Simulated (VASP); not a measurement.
# Zn3Se2S (P6_3mc) in VASP: single point with PBE

Aim: the single point of Zn3Se2S with PBE.

Program: VASP 6.6.1. These are calculated values, not measurements. Logs are shortened: lines on timing, memory, paths and dates and some standing lists are left out, and cuts for length are marked.

**1. The cell of the first run**

Symmetry: P6_3mc, No. 186, hexagonal system. The conventional cell has a = 3.984 Å, b = 3.984 Å, c = 19.555 Å, α = 90.00°, β = 90.00°, γ = 120.00°. Within 3.2 Å of Zn (site symmetry 3m) lie 4 Se at 2.46 to 2.48 Å. Zn (site symmetry 3m) has 1 S at 2.36 Å and 3 Se at 2.46 Å within 3.1 Å. Within 3.2 Å of Zn (site symmetry 3m) lie 3 S at 2.41 Å and 1 Se at 2.48 Å. Within 3.2 Å of Se (site symmetry 3m) lie 4 Zn at 2.46 to 2.48 Å. Se (site symmetry 3m) has 4 Zn at 2.46 to 2.48 Å within 3.2 Å. Within 3.1 Å of S (site symmetry 3m) lie 4 Zn at 2.36 to 2.41 Å.

**2. Single point, PBE**

The input, INCAR:

```
SYSTEM = Zn3Se2S
PREC = Accurate ; ENCUT = 520
EDIFF = 1E-6 ; ISMEAR = 0
SIGMA = 0.1 ; LREAL = .False.
LASPH = .True. ; NELM = 100
ALGO = Normal ; ISIF = 2
LWAVE = .False. ; LCHARG = .True.
GGA = PE ; LELF = .True.
LVHAR = .True. ; NBANDS = 66
```

The input, KPOINTS:

```
Automatic mesh
0
Gamma
  6 6 1
  0 0 0
```

The input, POSCAR:

```
Zn3Se2S
1.0
    3.9838386000      0.0000000000      0.0000000000
   -1.9919193000      3.4501054000      0.0000000000
    0.0000000000      0.0000000000     19.5553813000
Zn Se S
6 4 2
Direct
    0.0000000000      0.0000000000      0.0001200000
    0.0000000000      0.0000000000      0.5001200000
    0.3333333000      0.6666667000      0.1715860000
    0.6666667000      0.3333333000      0.6715860000
    0.6666667000      0.3333333000      0.3286190000
    0.3333333000      0.6666667000      0.8286190000
    0.0000000000      0.0000000000      0.1269310000
    0.0000000000      0.0000000000      0.6269310000
    0.6666667000      0.3333333000      0.4556150000
    0.3333333000      0.6666667000      0.9556150000
    0.3333333000      0.6666667000      0.2921280000
    0.6666667000      0.3333333000      0.7921280000
```

Potentials or basis: VASP PAW PBE potentials, release 64 (Zn, Se, S).

Command:

```console
$ cat potpaw_PBE.64/Zn/POTCAR potpaw_PBE.64/Se/POTCAR potpaw_PBE.64/S/POTCAR > POTCAR
$ mpirun -np 1 vasp_std > vasp.out
```

OUTCAR:

```text
SYSTEM = Zn3Se2S
   PREC = Accurate
   ENCUT = 520
   EDIFF = 1E-6
   ISMEAR = 0
   LREAL = .False.
   LASPH = .True.
   NELM = 100
   ISIF = 2
   GGA = PE

 ion  position               nearest neighbor table
   1  0.000  0.000  0.000-  10 2.46  10 2.46  10 2.46   7 2.48
   2  0.000  0.000  0.500-   9 2.46   9 2.46   9 2.46   8 2.48
   3  0.333  0.667  0.172-  11 2.36   7 2.46   7 2.46   7 2.46
   4  0.667  0.333  0.672-  12 2.36   8 2.46   8 2.46   8 2.46
   5  0.667  0.333  0.329-  11 2.41  11 2.41  11 2.41   9 2.48
   6  0.333  0.667  0.829-  12 2.41  12 2.41  12 2.41  10 2.48
   7  0.000  0.000  0.127-   3 2.46   3 2.46   3 2.46   1 2.48
   8  0.000  0.000  0.627-   4 2.46   4 2.46   4 2.46   2 2.48
   9  0.667  0.333  0.456-   2 2.46   2 2.46   2 2.46   5 2.48
  10  0.333  0.667  0.956-   1 2.46   1 2.46   1 2.46   6 2.48
  11  0.333  0.667  0.292-   3 2.36   5 2.41   5 2.41   5 2.41
  12  0.667  0.333  0.792-   4 2.36   6 2.41   6 2.41   6 2.41

  LATTYP: Found a hexagonal cell.
 ALAT       =     3.9838386000
 C/A-ratio  =     4.9086781026

  Lattice vectors:

 A1 = (   3.9838386000,   0.0000000000,   0.0000000000)
 A2 = (  -1.9919193000,   3.4501054000,   0.0000000000)
 A3 = (   0.0000000000,   0.0000000000,  19.5553813000)

Analysis of symmetry for initial positions (statically):
=====================================================================
 Subroutine PRICEL returns:
 Original cell was already a primitive cell.

 Routine SETGRP: Setting up the symmetry group for a
 hexagonal supercell.

 Subroutine GETGRP returns: Found 12 space group operations
 (whereof  6 operations were pure point group operations)
 out of a pool of 24 trial point group operations.

The static configuration has the point symmetry C_3v.
 The point group associated with its full space group is C_6v.

Analysis of symmetry for dynamics (positions and initial velocities):
=====================================================================
 Subroutine PRICEL returns:
 Original cell was already a primitive cell.

 Routine SETGRP: Setting up the symmetry group for a
 hexagonal supercell.

 Subroutine GETGRP returns: Found 12 space group operations
 (whereof  6 operations were pure point group operations)
 out of a pool of 24 trial point group operations.

The dynamic configuration has the point symmetry C_3v.
 The point group associated with its full space group is C_6v.

 Subroutine INISYM returns: Found 12 space group operations
 (whereof  6 operations are pure point group operations),
 and found     1 'primitive' translations

----------------------------------------------------------------------------------------

                                     Primitive cell

  volume of cell :     268.7821

  direct lattice vectors                    reciprocal lattice vectors
     3.983838600  0.000000000  0.000000000     0.251014185  0.144923109  0.000000000
    -1.991919300  3.450105400  0.000000000     0.000000000  0.289846217  0.000000000
     0.000000000  0.000000000 19.555381300     0.000000000  0.000000000  0.051136819

  length of vectors
     3.983838600  3.983838572 19.555381300     0.289846215  0.289846217  0.051136819

  position of ions in fractional coordinates (direct lattice)
     0.000000000  0.000000000  0.000120000
     0.000000000  0.000000000  0.500120000
     0.333333300  0.666666700  0.171586000
     0.666666700  0.333333300  0.671586000
     0.666666700  0.333333300  0.328619000
     0.333333300  0.666666700  0.828619000
     0.000000000  0.000000000  0.126931000
     0.000000000  0.000000000  0.626931000
     0.666666700  0.333333300  0.455615000
     0.333333300  0.666666700  0.955615000
     0.333333300  0.666666700  0.292128000
     0.666666700  0.333333300  0.792128000

  ion indices of the primitive-cell ions
   primitive index   ion index
                 1           1
                 2           2
                 3           3
                 4           4
                 5           5
                 6           6
                 7           7
                 8           8
                 9           9
                10          10
                11          11
                12          12

----------------------------------------------------------------------------------------

 KPOINTS: Automatic mesh

Automatic generation of k-mesh.
 Grid dimensions read from file:
 generate k-points for:    6    6    1

 Generating k-lattice:

  Cartesian coordinates                     Fractional coordinates (reciprocal lattice)
     0.041835698  0.024153851  0.000000000     0.166666667  0.000000000  0.000000000
     0.000000000  0.048307703  0.000000000     0.000000000  0.166666667  0.000000000
     0.000000000  0.000000000  0.051136819     0.000000000  0.000000000  1.000000000

  Length of vectors
     0.048307703  0.048307703  0.051136819

  Shift w.r.t. Gamma in fractional coordinates (k-lattice)
     0.000000000  0.000000000  0.000000000

 Subroutine IBZKPT returns following result:
 ===========================================

 Found      7 irreducible k-points:

 Following reciprocal coordinates:
            Coordinates               Weight
  0.000000  0.000000  0.000000      1.000000
  0.166667 -0.000000  0.000000      6.000000
  0.333333  0.000000  0.000000      6.000000
  0.500000  0.000000  0.000000      3.000000
  0.166667  0.166667  0.000000      6.000000
  0.333333  0.166667  0.000000     12.000000
  0.333333  0.333333  0.000000      2.000000
   k-points           NKPTS =      7   k-points in BZ     NKDIM =      7   number of bands    NBANDS=     66
   number of dos      NEDOS =    301   number of ions     NIONS =     12
   total plane-waves  NPLWV = 135000
   dimension x,y,z NGX =    30 NGY =   30 NGZ =  150
   dimension x,y,z NGXF=    60 NGYF=   60 NGZF=  300
   ions per type =               6   4   2
   NGX,Y,Z   is equivalent  to a cutoff of  12.52, 12.52, 12.75 a.u.
   NGXF,Y,Z  is equivalent  to a cutoff of  25.04, 25.04, 25.50 a.u.
 SYSTEM =  Zn3Se2S
   PREC   = accura    normal or accurate (medium, high low for compatibility)
   ISTART =      0    job   : 0-new  1-cont  2-samecut
   ICHARG =      2    charge: 1-file 2-atom 10-const
   ISPIN  =      1    spin polarized calculation?
   LNONCOLLINEAR =      F non collinear calculations
   LSORBIT =      F    spin-orbit coupling
   LASPH  =      T    aspherical Exc in radial PAW
   ENCUT  =  520.0 eV  38.22 Ry    6.18 a.u.   7.41  7.41 36.36*2*pi/ulx,y,z
   NELM   =    100;   NELMIN=  2; NELMDL= -5     # of ELM steps
   EDIFF  = 0.1E-05   stopping-criterion for ELM
   LREAL  =      F    real-space projection
   EDIFFG = 0.1E-04   stopping-criterion for IOM
   NSW    =      0    number of steps for IOM
   IBRION =     -1    ionic relax: 0-MD 1-quasi-New 2-CG
   NFREE  =      0    steps in history (QN), initial steepest desc. (CG)
   ISIF   =      2    stress and relaxation
   ISYM   =      2    0-nonsym 1-usesym 2-fastsym
   POTIM  = 0.5000    time-step for ionic-motion
   TEBEG  =    0.0;   TEEND  =   0.0 temperature during run
   PSTRESS=    0.0 pullay stress
   NELECT =     108.0000    total number of electrons
   NUPDOWN=      -1.0000    fix difference up-down
   EMIN   =  10.00;   EMAX   =-10.00  energy-range for DOS
   EFERMI =   0.00;   METHOD = LEGACY
   ISMEAR =     0;   SIGMA  =   0.10  broadening in eV -4-tet -1-fermi 0-gaus
   EFERMI_NEDOS =   21; number of points for ismear=-14 and -15
   IALGO  =     38    algorithm
   IMIX   =      4    mixing-type and parameters
     AMIX     =   0.40;   BMIX     =  1.00
     AMIX_MAG =   1.60;   BMIX_MAG =  1.00
  volume/ion in A,a.u.               =      22.40       151.15
  Fermi-wavevector in a.u.,A,eV,Ry     =   1.208044  2.282871 19.855926  1.459369
  Thomas-Fermi vector in A             =   2.343663
   LORBIT       =      0    0 simple, 1 ext, 2 COOP (PROOUT), +10 PAW based schemes
   GGA     = PE    functional components
   LHFCALC =     F    Hartree Fock is set to
   AEXX    =    0.0000 exact exchange contribution
   IVDW    =     0    specifies the selected vdW correction
   LEPSILON=     F    determine dielectric tensor
   LRPA    =     F    only Hartree local field effects (RPA)
 non-spin polarized calculation
 Gauss-broadening in eV      SIGMA  =   0.10
  energy-cutoff  :      520.00
  volume of cell :      268.78
 maximum number of plane-waves:      7315
 NGX is ok and might be reduce to    30
   NGX = 15   NGY = 15   NGZ = 73

 number of electron     107.9999970 magnetization

 Free energy of the ion-electron system (eV)
  ---------------------------------------------------
  ext. energy  EPLUGINS =         0.00000000
  ---------------------------------------------------
  free energy    TOTEN  =       -37.66768646 eV

  energy without entropy =      -37.66768646  energy(sigma->0) =      -37.66768646

 E-fermi :   2.0692     XC(G=0):  -9.2799

 val. band max:        1.6421632710   @ k =   0.0000   0.0000   0.0000
 cond. band min:       2.8967514500   @ k =   0.0000   0.0000   0.0000
 fundamental gap:      1.2545881790
 Fermi energy:         2.0692044901

 k-point     1 :       0.0000    0.0000    0.0000
  band No.  band energies     occupation
      1     -11.5174      2.00000
      2     -11.3582      2.00000
      3     -11.3291      2.00000
      4     -10.9694      2.00000
      5     -10.9412      2.00000
      6     -10.7348      2.00000
[... 58 lines left out ...]
     65       7.7017      0.00000
     66       7.7143      0.00000

 k-point     2 :       0.1667   -0.0000    0.0000
  band No.  band energies     occupation
      1     -11.3620      2.00000
      2     -11.2188      2.00000
      3     -11.1842      2.00000
      4     -10.8577      2.00000
      5     -10.8388      2.00000
      6     -10.6517      2.00000
[... 403 lines left out ...]
     65       7.7226      0.00000
     66       8.0739      0.00000

------------------------ aborting loop because EDIFF is reached ----------------------------------------

  FORCE on cell =-STRESS in cart. coord.  units (eV):
  Direction    XX          YY          ZZ          XY          YZ          ZX
  --------------------------------------------------------------------------------------
  -------------------------------------------------------------------------------------
  Total        0.3775844      0.3775844      0.3355318      0.0000000      0.0000000     -0.0000000
  in kB        2.2507345      2.2507344      2.0000639      0.0000000      0.0000000     -0.0000000
  external PRESSURE =       2.1671776 kB  Pullay stress =       0.0000000 kB

 VOLUME and BASIS-vectors are now :
 -----------------------------------------------------------------------------
  energy-cutoff  :      520.00
  volume of cell :      268.78
      direct lattice vectors                 reciprocal lattice vectors
     3.983838600  0.000000000  0.000000000     0.251014185  0.144923109  0.000000000
    -1.991919300  3.450105400  0.000000000     0.000000000  0.289846217  0.000000000
     0.000000000  0.000000000 19.555381300     0.000000000  0.000000000  0.051136819

 POSITION                                       TOTAL-FORCE (eV/Angst)
 -----------------------------------------------------------------------------------
      0.00000      0.00000      0.00235        -0.000000     -0.000000     -0.001104
      0.00000      0.00000      9.78004         0.000000      0.000000     -0.001104
     -0.00000      2.30007      3.35543        -0.000000     -0.000000      0.013156
      1.99192      1.15004     13.13312        -0.000000     -0.000000      0.013156
      1.99192      1.15004      6.42627         0.000000     -0.000000     -0.000821
     -0.00000      2.30007     16.20396        -0.000000     -0.000000     -0.000821
      0.00000      0.00000      2.48218        -0.000000      0.000000     -0.002318
      0.00000      0.00000     12.25987        -0.000000     -0.000000     -0.002318
      1.99192      1.15004      8.90973         0.000000      0.000000     -0.003457
     -0.00000      2.30007     18.68742        -0.000000     -0.000000     -0.003457
     -0.00000      2.30007      5.71267         0.000000      0.000000     -0.005457
      1.99192      1.15004     15.49037        -0.000000     -0.000000     -0.005457
 -----------------------------------------------------------------------------------
    total drift:                                0.000060     -0.000037      0.000245

  FREE ENERGIE OF THE ION-ELECTRON SYSTEM (eV)
  ---------------------------------------------------
  free  energy   TOTEN  =       -37.6676864561 eV

  energy  without entropy=      -37.6676864561  energy(sigma->0) =      -37.66768646
```

Run time: 3.1 min. Hardware: 1 thread of Intel Xeon Platinum 8259CL at 2.50GHz (Skylake/Cascade Lake), shared host; peak memory 0.4 GiB.

What came out:

```
Free energy            : -37.6677 eV
Pressure               : 0.2 GPa
Largest force          : 0.013 eV/Å
Band gap on the k mesh : 1.25 eV, direct
```

Forces in eV/Å, atoms in the order of the input:
```
Zn   0.000  0.000 -0.001
Zn   0.000  0.000 -0.001
Zn   0.000  0.000  0.013
Zn   0.000  0.000  0.013
Zn   0.000  0.000 -0.001
Zn   0.000  0.000 -0.001
Se   0.000  0.000 -0.002
Se   0.000  0.000 -0.002
Se   0.000  0.000 -0.003
Se   0.000  0.000 -0.003
S    0.000  0.000 -0.005
S    0.000  0.000 -0.005
```
